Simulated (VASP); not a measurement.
Wanted: the native input for a VASP 6.6.1 run.

```
Task                   : single point
Functional             : r2SCAN
Potentials or basis    : VASP PAW PBE potentials, release 64 (P)
Cutoff                 : 520 eV
k mesh                 : 8 × 1 × 6
Occupations            : gaussian, width 0.05 eV
Spin                   : no spin polarisation
Dipole correction      : no
Further INCAR settings : ALGO = Normal; EDIFF = 1e-06; NBANDS = 18
```

The system is P, a slab with vacuum.

```
P
1.0
     3.11954    0.00000    0.00000
     0.00000   33.11418    0.00000
     0.00000    0.00000    4.86369
P
4
Direct
  0.00000 0.97026 0.59215
  0.00000 0.02974 0.40785
  0.50000 0.02974 0.09215
  0.50000 0.97026 0.90785
```

This cell differs from its parent crystal: strain -0.050 along x and y, +0.050 along z.

One way to write it, as run:

POSCAR

```
P
1.0
    3.1195413340      0.0000000000      0.0000000000
    0.0000000000     33.1141794405      0.0000000000
    0.0000000000      0.0000000000      4.8636889455
P
4
Direct
    0.0000000000      0.9702614300      0.5921507200
    0.0000000000      0.0297385700      0.4078492800
    0.5000000000      0.0297385700      0.0921507200
    0.5000000000      0.9702614300      0.9078492800
```

INCAR.step1

```
SYSTEM = P
PREC     = Accurate       ! precision mode
ENCUT    = 520            ! plane-wave cutoff, eV
ISMEAR   = 0              ! smearing method
SIGMA    = 0.05           ! smearing width, eV
LREAL    = .False.        ! projectors in reciprocal space
LASPH    = .True.         ! aspherical terms in the spheres
NELM     = 100            ! most SCF steps
NBANDS   = 18             ! bands
GGA      = PE             ! functional
ALGO     = Normal         ! electronic algorithm
EDIFF    = 1E-4           ! SCF threshold, eV
LWAVE    = .True.         ! write WAVECAR
LCHARG   = .False.        ! write CHGCAR
```

INCAR.step2

```
SYSTEM = P
PREC     = Accurate       ! precision mode
ENCUT    = 520            ! plane-wave cutoff, eV
EDIFF    = 1E-6           ! SCF threshold, eV
ISMEAR   = 0              ! smearing method
SIGMA    = 0.05           ! smearing width, eV
LREAL    = .False.        ! projectors in reciprocal space
LASPH    = .True.         ! aspherical terms in the spheres
NELM     = 100            ! most SCF steps
ALGO     = Normal         ! electronic algorithm
ISIF     = 2              ! what is computed and relaxed
LWAVE    = .False.        ! write WAVECAR
LCHARG   = .False.        ! write CHGCAR
METAGGA  = R2SCAN         ! meta-GGA
LMIXTAU  = .True.       
NBANDS   = 18             ! bands
ISTART   = 1
```

KPOINTS

```
regular mesh
0
Gamma
  8 1 6
  0 0 0
```

Potentials or basis: VASP PAW PBE potentials, release 64 (P).

Command:

```bash
$ cat potpaw_PBE.64/P/POTCAR > POTCAR
$ cp INCAR.step1 INCAR
$ mpirun -np 1 vasp_std > vasp.out
$ cp INCAR.step2 INCAR
$ mpirun -np 1 vasp_std > vasp.out
```

It gave:

* Largest force: 1.127 eV/Å
* Band gap on the k mesh: 1.36 eV (least direct gap 1.54 eV)

Caveat: the cell differs from its parent crystal (strain -0.050 along x and y, +0.050 along z); there is no dipole correction, which matters where the two faces differ; the PAW data sets were made with another functional, which shifts forces and pressure a little.

It took 7.3 min on 1 thread of Intel(R) Xeon(R) 6975P-C (Granite Rapids) (shared host), peak memory 0.6 GiB.
